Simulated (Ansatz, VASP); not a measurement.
# Two plane-wave programs on HfB

File INCAR:

```
SYSTEM = HfB
PREC = Accurate
ENCUT = 520
EDIFF = 1E-6
ISMEAR = 0
SIGMA = 0.15
LREAL = .False.
LASPH = .True.
NELM = 80
ALGO = Normal
ISIF = 2
LWAVE = .False.
LCHARG = .False.
GGA = PS
NBANDS = 14
```

KPOINTS

```
Automatic mesh
0
Gamma
  18 18 18
  0 0 0
```

POSCAR

```
HfB
1.0
    0.0000000000      2.3157750000      2.3157750000
    2.3100000000      0.0057750000      2.3100000000
    2.3100000000      2.3100000000      0.0057750000
Hf B
1 1
Direct
    0.5000000000      0.5000000000      0.5000000000
    0.0000000000      0.0000000000      0.0000000000
```

Input for Ansatz:

```yaml
crystal:
  lattice:
    - [0.0, 2.315775, 2.315775]
    - [2.31, 0.005775, 2.31]
    - [2.31, 2.31, 0.005775]
  atoms:
    - { symbol: Hf, position: [0.5, 0.5, 0.5] }
    - { symbol: B, position: [0.0, 0.0, 0.0] }
basis:
  ecutwfc: 420
kpoints:
  mp_grid: { grid: [18, 18, 18] }
hamiltonian:
  xc: pbesol
scf:
  occupations: { method: gaussian, width: 0.15 }
output:
  forces: true
  stress: true
  eigenvalues: true
```

Change from the starting cell: strain +0.0050 x Voigt [0, 0, 0, 1, 0, 0], atoms carried along.

Alike in both runs: task single point; functional PBEsol; k mesh 18 × 18 × 18; occupations gaussian, width 0.15 eV; no spin polarisation.

|  | VASP | Ansatz |
| --- | --- | --- |
| version | VASP 6.6.1 | Ansatz 0.2.0 |
| potentials or method | VASP PAW PBE potentials, release 64 (Hf_pv, B), cutoff 520 eV | scalar-relativistic, plane waves, PAW |
| valence electrons in the cell | 13 | 29 |

```csv
,VASP,Ansatz,Ansatz less VASP
gap on the k mesh at the Fermi level (eV),none,none,-
pressure (GPa),24.6,23.5,-1.07
"traceless stress, the component that is largest in VASP (GPa)",-0.29,-0.31,-0.017
```

VASP's potentials were made for PBE, not for PBEsol. A gap of «none» marks a metal or a gap that the smearing closes. VASP's potentials hold 13 valence electrons a cell and Ansatz's 29, so a difference there can come from the potentials and not from the codes.

Neither program's run includes spin-orbit coupling.
